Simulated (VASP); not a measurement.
# Y2TaN3 (P-3m1) in VASP: further runs, part 2 of 3

VASP 6.6.1. Earlier steps stand in the parts before.

### 3 Single point, PBE

This run uses another cell than the first one, of 14.78 Å³/atom.

Contents of INCAR:

```
  ALGO = Normal
  EDIFF = 1E-7
  ENCUT = 520
  GGA = PE
  ISIF = 2
  ISMEAR = 0
  LASPH = True
  LCHARG = True
  LELF = True
  LREAL = False
  LVHAR = True
  LWAVE = False
  NBANDS = 33
  NELM = 100
  PREC = Accurate
  SIGMA = 0.1
```

Contents of KPOINTS:

```
k-points
0
Gamma
  6 6 2
```

Contents of POSCAR:

```
Y2TaN3
1.0
    3.4999572700      0.0000000000      0.0000000000
   -1.7499786400      3.0310519100      0.0000000000
    0.0000000000      0.0000000000      8.3591145900
Y Ta N
2 1 3
Direct
    0.3333333300      0.6666666700      0.6755830000
    0.6666666700      0.3333333300      0.3244170000
    0.0000000000      0.0000000000      0.0000000000
    0.0000000000      0.0000000000      0.5000000000
    0.3333333300      0.6666666700      0.1780850000
    0.6666666700      0.3333333300      0.8219150000
```

Potentials or basis: VASP PAW PBE potentials, release 64 (Y_sv, Ta_pv, N).

Launch:

```bash
$ cat potpaw_PBE.64/Y_sv/POTCAR potpaw_PBE.64/Ta_pv/POTCAR potpaw_PBE.64/N/POTCAR > POTCAR
$ mpirun -np 1 vasp_std > vasp.out
```

OUTCAR:

```text
EDIFF = 1E-7
   ENCUT = 520
   GGA = PE
   ISIF = 2
   ISMEAR = 0
   LASPH = True
   LREAL = False
   NELM = 100
   PREC = Accurate

 ion  position               nearest neighbor table
   1  0.333  0.667  0.676-   6 2.36   6 2.36   6 2.36   4 2.50   4 2.50   4 2.50   3 3.38   3 3.38
                             3 3.38   2 3.56   2 3.56   2 3.56
   2  0.667  0.333  0.324-   5 2.36   5 2.36   5 2.36   4 2.50   4 2.50   4 2.50   3 3.38   3 3.38
                             3 3.38   1 3.56   1 3.56   1 3.56
   3  0.000  0.000  0.000-   5 2.51   6 2.51   6 2.51   5 2.51   6 2.51   5 2.51   1 3.38   2 3.38
                             1 3.38   2 3.38   2 3.38   1 3.38
   4  0.000  0.000  0.500-   1 2.50   2 2.50   2 2.50   1 2.50   2 2.50   1 2.50
   5  0.333  0.667  0.178-   2 2.36   2 2.36   2 2.36   3 2.51   3 2.51   3 2.51
   6  0.667  0.333  0.822-   1 2.36   1 2.36   1 2.36   3 2.51   3 2.51   3 2.51

  LATTYP: Found a hexagonal cell.
 ALAT       =     3.4999572700
 C/A-ratio  =     2.3883476126

  Lattice vectors:

 A1 = (   3.4999572700,   0.0000000000,   0.0000000000)
 A2 = (  -1.7499786400,   3.0310519100,   0.0000000000)
 A3 = (   0.0000000000,   0.0000000000,   8.3591145900)

Analysis of symmetry for initial positions (statically):
=====================================================================
 Subroutine PRICEL returns:
 Original cell was already a primitive cell.

 Routine SETGRP: Setting up the symmetry group for a
 hexagonal supercell.

 Subroutine GETGRP returns: Found 12 space group operations
 (whereof 12 operations were pure point group operations)
 out of a pool of 24 trial point group operations.

The static configuration has the point symmetry D_3d.

Analysis of symmetry for dynamics (positions and initial velocities):
=====================================================================
 Subroutine PRICEL returns:
 Original cell was already a primitive cell.

 Routine SETGRP: Setting up the symmetry group for a
 hexagonal supercell.

 Subroutine GETGRP returns: Found 12 space group operations
 (whereof 12 operations were pure point group operations)
 out of a pool of 24 trial point group operations.

The dynamic configuration has the point symmetry D_3d.

 Subroutine INISYM returns: Found 12 space group operations
 (whereof 12 operations are pure point group operations),
 and found     1 'primitive' translations

----------------------------------------------------------------------------------------

                                     Primitive cell

  volume of cell :      88.6781

  direct lattice vectors                    reciprocal lattice vectors
     3.499957270  0.000000000  0.000000000     0.285717774  0.164959234  0.000000000
    -1.749978640  3.031051910  0.000000000     0.000000000  0.329918467  0.000000000
     0.000000000  0.000000000  8.359114590     0.000000000  0.000000000  0.119629895

  length of vectors
     3.499957270  3.499957274  8.359114590     0.329918468  0.329918467  0.119629895

  position of ions in fractional coordinates (direct lattice)
     0.333333330  0.666666670  0.675583000
     0.666666670  0.333333330  0.324417000
     0.000000000  0.000000000  0.000000000
[... 45 lines left out ...]
  0.166667  0.166667  0.000000      6.000000
  0.333333  0.166667  0.000000     12.000000
  0.333333  0.333333  0.000000      2.000000
  0.000000  0.000000  0.500000      1.000000
  0.166667  0.000000  0.500000      6.000000
  0.333333 -0.000000  0.500000      6.000000
  0.500000  0.000000  0.500000      3.000000
  0.166667  0.166667  0.500000      6.000000
  0.333333  0.166667  0.500000     12.000000
  0.333333  0.333333  0.500000      2.000000
   k-points           NKPTS =     14   k-points in BZ     NKDIM =     14   number of bands    NBANDS=     33
   number of dos      NEDOS =    301   number of ions     NIONS =      6
   total plane-waves  NPLWV =  50176
   dimension x,y,z NGX =    28 NGY =   28 NGZ =   64
   dimension x,y,z NGXF=    56 NGYF=   56 NGZF=  128
   ions per type =               2   1   3
   NGX,Y,Z   is equivalent  to a cutoff of  13.30, 13.30, 12.73 a.u.
   NGXF,Y,Z  is equivalent  to a cutoff of  26.60, 26.60, 25.46 a.u.
 SYSTEM =  unknown system
   PREC   = accura    normal or accurate (medium, high low for compatibility)
   ISTART =      0    job   : 0-new  1-cont  2-samecut
   ICHARG =      2    charge: 1-file 2-atom 10-const
   ISPIN  =      1    spin polarized calculation?
   LNONCOLLINEAR =      F non collinear calculations
   LSORBIT =      F    spin-orbit coupling
   LASPH  =      T    aspherical Exc in radial PAW
   ENCUT  =  520.0 eV  38.22 Ry    6.18 a.u.   6.51  6.51 15.54*2*pi/ulx,y,z
   NELM   =    100;   NELMIN=  2; NELMDL= -5     # of ELM steps
   EDIFF  = 0.1E-06   stopping-criterion for ELM
   LREAL  =      F    real-space projection
   EDIFFG = 0.1E-05   stopping-criterion for IOM
   NSW    =      0    number of steps for IOM
   IBRION =     -1    ionic relax: 0-MD 1-quasi-New 2-CG
   NFREE  =      0    steps in history (QN), initial steepest desc. (CG)
   ISIF   =      2    stress and relaxation
   ISYM   =      2    0-nonsym 1-usesym 2-fastsym
   POTIM  = 0.5000    time-step for ionic-motion
   TEBEG  =    0.0;   TEEND  =   0.0 temperature during run
   PSTRESS=    0.0 pullay stress
   NELECT =      48.0000    total number of electrons
   NUPDOWN=      -1.0000    fix difference up-down
   EMIN   =  10.00;   EMAX   =-10.00  energy-range for DOS
   EFERMI =   0.00;   METHOD = LEGACY
   ISMEAR =     0;   SIGMA  =   0.10  broadening in eV -4-tet -1-fermi 0-gaus
   EFERMI_NEDOS =   21; number of points for ismear=-14 and -15
   IALGO  =     38    algorithm
   IMIX   =      4    mixing-type and parameters
     AMIX     =   0.40;   BMIX     =  1.00
     AMIX_MAG =   1.60;   BMIX_MAG =  1.00
  volume/ion in A,a.u.               =      14.78        99.74
  Fermi-wavevector in a.u.,A,eV,Ry     =   1.334186  2.521246 24.219089  1.780053
  Thomas-Fermi vector in A             =   2.462987
   LORBIT       =      0    0 simple, 1 ext, 2 COOP (PROOUT), +10 PAW based schemes
   GGA     = PE    functional components
   LHFCALC =     F    Hartree Fock is set to
   AEXX    =    0.0000 exact exchange contribution
   IVDW    =     0    specifies the selected vdW correction
   LEPSILON=     F    determine dielectric tensor
   LRPA    =     F    only Hartree local field effects (RPA)
 non-spin polarized calculation
 Gauss-broadening in eV      SIGMA  =   0.10
  energy-cutoff  :      520.00
  volume of cell :       88.68
 maximum number of plane-waves:      2419
 NGX is ok and might be reduce to    28
   NGX = 13   NGY = 13   NGZ = 31

 number of electron      47.9999999 magnetization

 Free energy of the ion-electron system (eV)
  ---------------------------------------------------
  ext. energy  EPLUGINS =         0.00000000
  ---------------------------------------------------
  free energy    TOTEN  =       -56.90033673 eV

  energy without entropy =      -56.88928366  energy(sigma->0) =      -56.89481019

 E-fermi :   4.9609     XC(G=0): -11.3748

 val. band max:        4.9425960687   @ k =   0.0000   0.0000   0.0000
 cond. band min:       4.9762649608   @ k =   0.1667   0.1667   0.0000
 fundamental gap:      0.0336688921
 Fermi energy:         4.9609011225

 k-point     1 :       0.0000    0.0000    0.0000
  band No.  band energies     occupation
      1     -36.5198      2.00000
      2     -36.4811      2.00000
      3     -30.8132      2.00000
      4     -30.7936      2.00000
      5     -30.7936      2.00000
      6     -17.0177      2.00000
[... 493 lines left out ...]
     32      10.0368      0.00000
     33      10.6394      0.00000

------------------------ aborting loop because EDIFF is reached ----------------------------------------

  FORCE on cell =-STRESS in cart. coord.  units (eV):
  Direction    XX          YY          ZZ          XY          YZ          ZX
  --------------------------------------------------------------------------------------
  -------------------------------------------------------------------------------------
  Total      -10.9776495    -10.9776496     -8.0342287      0.0000000      0.0000000      0.0000000
  in kB     -198.3369128   -198.3369131   -145.1571306      0.0000003      0.0000000      0.0000000
  external PRESSURE =    -180.6103188 kB  Pullay stress =       0.0000000 kB

 VOLUME and BASIS-vectors are now :
 -----------------------------------------------------------------------------
  energy-cutoff  :      520.00
  volume of cell :       88.68
      direct lattice vectors                 reciprocal lattice vectors
     3.499957270  0.000000000  0.000000000     0.285717774  0.164959234  0.000000000
    -1.749978640  3.031051910  0.000000000     0.000000000  0.329918467  0.000000000
     0.000000000  0.000000000  8.359114590     0.000000000  0.000000000  0.119629895

 POSITION                                       TOTAL-FORCE (eV/Angst)
 -----------------------------------------------------------------------------------
     -0.00000      2.02070      5.64728         0.000000      0.000000     -1.285966
      1.74998      1.01035      2.71184        -0.000000     -0.000000      1.285966
      0.00000      0.00000      0.00000        -0.000000      0.000000     -0.000000
      0.00000      0.00000      4.17956        -0.000000      0.000000     -0.000000
     -0.00000      2.02070      1.48863        -0.000000      0.000000     -2.967500
      1.74998      1.01035      6.87048         0.000000     -0.000000      2.967500
 -----------------------------------------------------------------------------------
    total drift:                                0.000000      0.000000      0.000000

  FREE ENERGIE OF THE ION-ELECTRON SYSTEM (eV)
  ---------------------------------------------------
  free  energy   TOTEN  =       -56.9003367314 eV

  energy  without entropy=      -56.8892836571  energy(sigma->0) =      -56.89481019
```

Run time: 2.6 min. Hardware: 1 thread of Intel Xeon 8259CL, shared host; peak memory 0.25 GiB.

Results:

| Quantity | Value |
| --- | --- |
| Free energy | -56.9003 eV |
| Pressure | -18.1 GPa |
| Largest force | 2.967 eV/Å |
| Band gap on the k mesh | zero (bands 24 and 25 overlap by 0.95 eV) |

Forces on the atoms (eV/Å):
```
Y    0.000  0.000 -1.286
Y    0.000  0.000  1.286
Ta   0.000  0.000  0.000
N    0.000  0.000  0.000
N    0.000  0.000 -2.967
N    0.000  0.000  2.967
```

Caveat: the k points lie up to 0.38 Å⁻¹ apart, too coarse for converged energies and pressures of a metal; spin-orbit coupling is left out, which moves the levels of the heavy elements; forces of over 1 eV/Å act on the atoms, so gaps and moduli don't describe the material at rest.

[end of part 2 of 3]
